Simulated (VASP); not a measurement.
A run of VASP 6.6.1 is set up as follows.

Contents of INCAR:

```
  PREC = Accurate
  ENCUT = 500
  EDIFF = 1E-6
  ISMEAR = 0
  SIGMA = 0.1
  LREAL = F
  LASPH = T
  NELM = 120
  ALGO = Normal
  ISIF = 2
  LWAVE = F
  LCHARG = T
  GGA = PE
  LELF = T
  LVHAR = T
  NBANDS = 10
  GGA_COMPAT = F
```

KPOINTS

```
Automatic mesh
0
Gamma
  18 18 18
```

Contents of POSCAR:

```
Ir
1.0
    0.0000000000      1.9350639501      1.9350639501
    1.9350639501      0.0000000000      1.9350639501
    1.9350639501      1.9350639501      0.0000000000
Ir
1
Direct
    0.0000000000      0.0000000000      0.0000000000
```

Potentials or basis: VASP PAW PBE potentials, release 64 (Ir).

Command:

```bash
$ cat potpaw_PBE.64/Ir/POTCAR > POTCAR
$ mpirun -np 1 vasp_std > vasp.out
```

Problem. Predict the band gap on the k mesh.

Solution. Zero (an odd number of electrons rules out a gap without spin polarisation).

Problem. What does it give for the pressure?

Solution. 0.6 GPa.

Caveat: spin-orbit coupling is left out, which moves the levels of the heavy elements.
